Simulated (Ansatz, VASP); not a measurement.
# La: VASP beside Ansatz

```
La
1.0
     3.88919    0.00000    0.00000
    -1.94460    3.36814    0.00000
     0.00000    0.00000    6.24217
La
2
Direct
  0.33333 0.66667 0.25000
  0.66667 0.33333 0.75000
```

Alike in both runs: task single point; functional revPBE; k mesh 11 × 11 × 6; occupations fermi-dirac, width 0.1 eV; no spin polarisation.

|  | VASP | Ansatz |
| --- | --- | --- |
| version | VASP 6.6.1 | Ansatz 0.2.0 |
| potentials or method | VASP PAW PBE potentials, release 64 (La), cutoff 520 eV | plane waves (420 eV) with PAW, scalar-relativistic |
| valence electrons in the cell | 22 | 22 |

|  | VASP | Ansatz | Ansatz less VASP |
| --- | --- | --- | --- |
| pressure (GPa) | -0.9 | -0.9 | -0.05 |
| traceless stress, the component that is largest in VASP (GPa) | -0.10 | -0.10 | -0.001 |

VASP's potentials were made for PBE, not for revPBE.

Spin-orbit coupling is off throughout.
